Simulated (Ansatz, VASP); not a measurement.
**SnTe in VASP and in Ansatz**

File INCAR:

```
SYSTEM = SnTe
PREC = Accurate
ENCUT = 520
EDIFF = 1E-8
ISMEAR = -1
SIGMA = 0.08
LREAL = .False.
LASPH = .True.
NELM = 60
ALGO = Normal
ISIF = 2
LWAVE = .False.
LCHARG = .False.
LEFG = .True.
NBANDS = 17
```

The input KPOINTS:

```
Automatic mesh
0
Gamma
  11 11 11
  0 0 0
```

POSCAR

```
SnTe
1.0
    0.0000000000      3.0920635522      3.0920635522
    3.0920635522      0.0000000000      3.0920635522
    3.0920635522      3.0920635522      0.0000000000
Sn Te
1 1
Direct
    0.0000000000      0.0000000000      0.0000000000
    0.5000000000      0.5000000000      0.5000000000
```

Input for Ansatz:

```yaml
crystal:
  lattice:
    - [0.0, 3.0920635522, 3.0920635522]
    - [3.0920635522, 0.0, 3.0920635522]
    - [3.0920635522, 3.0920635522, 0.0]
  atoms:
    - { symbol: Sn, position: [0.0, 0.0, 0.0] }
    - { symbol: Te, position: [0.5, 0.5, 0.5] }
kpoints:
  mp_grid: { grid: [11, 11, 11] }
scf:
  occupations: { method: fermi_dirac, width: 0.08 }
hamiltonian:
  xc: lda
  pseudopotentials: { kind: paw }
output:
  forces: true
  stress: true
  eigenvalues: true
  efg: { contact_densities: true }
  write_density: true
  write_potential: true
  elf: true
  volumetric_format: npy
```

Change from the starting cell: volume scaled by 0.94, PAW files.

Alike in both runs: task electric field gradients; functional LDA; k mesh 11 × 11 × 11; occupations fermi-dirac, width 0.08 eV; no spin polarisation.

```csv
,VASP,Ansatz
version,VASP 6.6.1,Ansatz 0.2.0
potentials or method,"VASP PAW LDA potentials, release 64 (Sn_d, Te)","PAW with Ansatz's default frozen-core files, scalar-relativistic"
plane-wave cutoff (eV),520,420
valence electrons in the cell,20,30
```

VASP gave:

```
pressure (GPa) : 1.4
```

Q: What did Ansatz give for the same quantities?

A: Pressure (GPa): 1.3.

LDA's correlation is that of Perdew and Zunger in VASP and of Perdew and Wang (1992) in Ansatz. VASP's potentials hold 20 valence electrons a cell and Ansatz's 30, so a difference there can come from the potentials and not from the codes.

Spin-orbit coupling is off throughout.
